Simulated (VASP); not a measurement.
# Bi (Fm-3m) in VASP: notebook, part 3 of 3

VASP 6.6.1.

### 4 Relaxation of cell and atoms, PBE

This run uses another cell than the first one, of 32.00 Å³/atom.

INCAR reads:

```
SYSTEM = Bi
ALGO     = Normal         ! electronic algorithm
EDIFF    = 1E-7           ! SCF threshold, eV
EDIFFG   = -0.005         ! ionic threshold
ENCUT    = 600            ! plane-wave cutoff, eV
GGA      = PE             ! functional
IBRION   = 2              ! ionic algorithm
ISIF     = 3              ! what is computed and relaxed
ISMEAR   = -1             ! smearing method
LASPH    = .TRUE.         ! aspherical terms in the spheres
LCHARG   = .FALSE.        ! write CHGCAR
LREAL    = .FALSE.        ! projectors in reciprocal space
LWAVE    = .FALSE.        ! write WAVECAR
NELM     = 80             ! most SCF steps
NSW      = 60             ! ionic steps
PREC     = Accurate       ! precision mode
SIGMA    = 0.05           ! smearing width, eV
```

KPOINTS reads:

```
k-points
0
G
  14 14 14
  0 0 0
```

POSCAR reads:

```
Bi
1.0
    0.0000000000      2.5198420998      2.5198420998
    2.5198420998      0.0000000000      2.5198420998
    2.5198420998      2.5198420998      0.0000000000
Bi
1
Direct
    0.0000000000      0.0000000000      0.0000000000
```

Potentials or basis: VASP PAW PBE potentials, release 64 (Bi_d).

Command:

```bash
> cat potpaw_PBE.64/Bi_d/POTCAR > POTCAR
> mpirun -np 1 vasp_std > vasp.out
```

OUTCAR:

```text
SYSTEM = Bi
   EDIFF = 1E-7
   EDIFFG = -0.005
   ENCUT = 600
   GGA = PE
   IBRION = 2
   ISIF = 3
   ISMEAR = -1
   LASPH = .TRUE.
   LREAL = .FALSE.
   NELM = 80
   NSW = 60
   PREC = Accurate

 ion  position               nearest neighbor table
   1  0.000  0.000  0.000-

  LATTYP: Found a face centered cubic cell.
 ALAT       =     5.0396841996

  Lattice vectors:

 A1 = (   0.0000000000,   2.5198420998,   2.5198420998)
 A2 = (   2.5198420998,   0.0000000000,   2.5198420998)
 A3 = (   2.5198420998,   2.5198420998,   0.0000000000)

Analysis of symmetry for initial positions (statically):
=====================================================================
 Subroutine PRICEL returns:
 Original cell was already a primitive cell.

 Routine SETGRP: Setting up the symmetry group for a
 face centered cubic supercell.

 Subroutine GETGRP returns: Found 48 space group operations
 (whereof 48 operations were pure point group operations)
 out of a pool of 48 trial point group operations.

The static configuration has the point symmetry O_h .

Analysis of symmetry for dynamics (positions and initial velocities):
=====================================================================
 Subroutine PRICEL returns:
 Original cell was already a primitive cell.

 Routine SETGRP: Setting up the symmetry group for a
 face centered cubic supercell.

 Subroutine GETGRP returns: Found 48 space group operations
 (whereof 48 operations were pure point group operations)
 out of a pool of 48 trial point group operations.

The dynamic configuration has the point symmetry O_h .

 Subroutine INISYM returns: Found 48 space group operations
 (whereof 48 operations are pure point group operations),
 and found     1 'primitive' translations

----------------------------------------------------------------------------------------

[... 129 lines left out ...]

 number of electron      14.9999999 magnetization

 Free energy of the ion-electron system (eV)
  ---------------------------------------------------
  ext. energy  EPLUGINS =         0.00000000
  ---------------------------------------------------
  free energy    TOTEN  =        -3.70114266 eV

  energy without entropy =       -3.69406180  energy(sigma->0) =       -3.69760223

------------------------ aborting loop because EDIFF is reached ----------------------------------------

  FORCE on cell =-STRESS in cart. coord.  units (eV):
  Direction    XX          YY          ZZ          XY          YZ          ZX
  --------------------------------------------------------------------------------------
  -------------------------------------------------------------------------------------
  Total       -0.0390874     -0.0390874     -0.0390874     -0.0000000     -0.0000000      0.0000000
  in kB       -1.9570318     -1.9570318     -1.9570318     -0.0000000     -0.0000000      0.0000000
  external PRESSURE =      -1.9570318 kB  Pullay stress =       0.0000000 kB
[... 57 lines left out ...]
--------------------------------------- Ionic step        3  -------------------------------------------

 number of electron      15.0000000 magnetization

 Free energy of the ion-electron system (eV)
  ---------------------------------------------------
  ext. energy  EPLUGINS =         0.00000000
  ---------------------------------------------------
  free energy    TOTEN  =        -3.70122291 eV

  energy without entropy =       -3.69414789  energy(sigma->0) =       -3.69768540

 E-fermi :   7.7484     XC(G=0): -10.1823

 val. band max:        7.7281112572   @ k =   0.4286   0.2857   0.1429
 cond. band min:       7.8083277271   @ k =  -0.1429   0.1429   0.0000
 fundamental gap:      0.0802164699
 Fermi energy:         7.7483848822

 k-point     1 :       0.0000    0.0000    0.0000
  band No.  band energies     occupation
      1     -15.3750      2.00000
      2     -15.3750      2.00000
      3     -15.3750      2.00000
      4     -15.3108      2.00000
      5     -15.3108      2.00000
      6      -5.7359      2.00000
      7      12.4947      0.00000
      8      12.4947      0.00000
      9      12.4947      0.00000
     10      16.2782      0.00000
     11      16.7854      0.00000
[... 309 lines left out ...]
 k-point    24 :       0.2857    0.1429    0.0000
  band No.  band energies     occupation
      1     -15.3892      2.00000
      2     -15.3448      2.00000
      3     -15.3328      2.00000
      4     -15.3100      2.00000
      5     -15.2752      2.00000
      6      -4.5249      2.00000
      7       6.9674      2.00000
      8      10.3292      0.00000
      9      10.4106      0.00000
     10      14.9496      0.00000
     11      16.3182      0.00000

 [... further k-points ...]

------------------------ aborting loop because EDIFF is reached ----------------------------------------

  FORCE on cell =-STRESS in cart. coord.  units (eV):
  Direction    XX          YY          ZZ          XY          YZ          ZX
  --------------------------------------------------------------------------------------
  -------------------------------------------------------------------------------------
  Total        0.0010445      0.0010445      0.0010445      0.0000000     -0.0000000      0.0000000
  in kB        0.0525074      0.0525074      0.0525074      0.0000000     -0.0000000      0.0000000
  external PRESSURE =       0.0525074 kB  Pullay stress =       0.0000000 kB
[... 16 lines left out ...]
  FREE ENERGIE OF THE ION-ELECTRON SYSTEM (eV)
  ---------------------------------------------------
  free  energy   TOTEN  =        -3.7012229106 eV

  energy  without entropy=       -3.6941478882  energy(sigma->0) =       -3.69768540

 reached required accuracy - stopping structural energy minimisation
```

CONTCAR:

```text
Bi
   1.00000000000000
     0.0000000000000000    2.5164484339496132    2.5164484339496132
     2.5164484339496132   -0.0000000000000000    2.5164484339496132
     2.5164484339496132    2.5164484339496132    0.0000000000000000
  Bi
     1
Direct
     0.0000000000000000    0.0000000000000000    0.0000000000000000

  0.00000000E+00  0.00000000E+00  0.00000000E+00
```

Wall time 2 min (1 thread of Intel Xeon 8259CL, shared host); peak memory 0.19 GiB.

Results:

```
Free energy                           : -3.7012 eV
Relaxed volume                        : 31.87 Å³/atom
Relaxed cell                          : a = 3.559 Å, b = 3.559 Å, c = 3.559 Å, α = 60.00°, β = 60.00°, γ = 60.00°
Space group after relaxing (to 0.1 Å) : Fm-3m (No. 225)
Energy gained by relaxing             : 0.1 meV/atom
Ionic steps                           : 3
Pressure after relaxing               : 0.0 GPa
Band gap on the k mesh                : zero (an odd number of electrons rules out a gap without spin polarisation)
```

Final structure:
```
CELL_PARAMETERS angstrom
0.00000 2.51645 2.51645
2.51645 0.00000 2.51645
2.51645 2.51645 0.00000
ATOMIC_POSITIONS crystal
Bi 0.00000 0.00000 0.00000
```

Levels at points of the mesh, in eV from the Fermi level:
```tsv
k point	band 5	band 6	band 7	band 8	band 9	band 10
(0.00, 0.00, 0.00)	-23.06	-13.48	4.75	4.75	4.75	8.53
(0.50, 0.00, 0.00)	-22.99	-10.75	-5.19	3.22	3.22	7.17
(0.50, 0.50, 0.00)	-22.97	-9.70	-4.40	0.32	0.32	3.99
```

Caveat: spin-orbit coupling is left out, which moves the levels of the heavy elements.

### 5 Overview

```tsv
task	cell	cutoff (eV)	gap on the mesh (eV)	pressure (GPa)	relaxed volume (Å³/atom)
single point	a = 3.558 Å, angles 60.0°, 1 atom	520	none	0.0	-
relaxation of cell and atoms	relaxed from a = 3.558 Å, angles 60.0°, 1 atom	600	none	0.0	31.86
relaxation of cell and atoms	relaxed from a = 3.564 Å, angles 60.0°, 1 atom	600	none	0.0	31.87
```

Alike in all rows: level PBE; potentials or basis VASP PAW PBE potentials, release 64 (Bi_d); no spin polarisation; k mesh 14 × 14 × 14; smearing fermi-dirac 0.05 eV.

Caveats: spin-orbit coupling is left out, which moves the levels of the heavy elements.

Total energies depend on the potentials used, so only differences within one code and one set of settings carry meaning.

The gap in the log of VASP goes by the Fermi energy; the results here count the filled bands.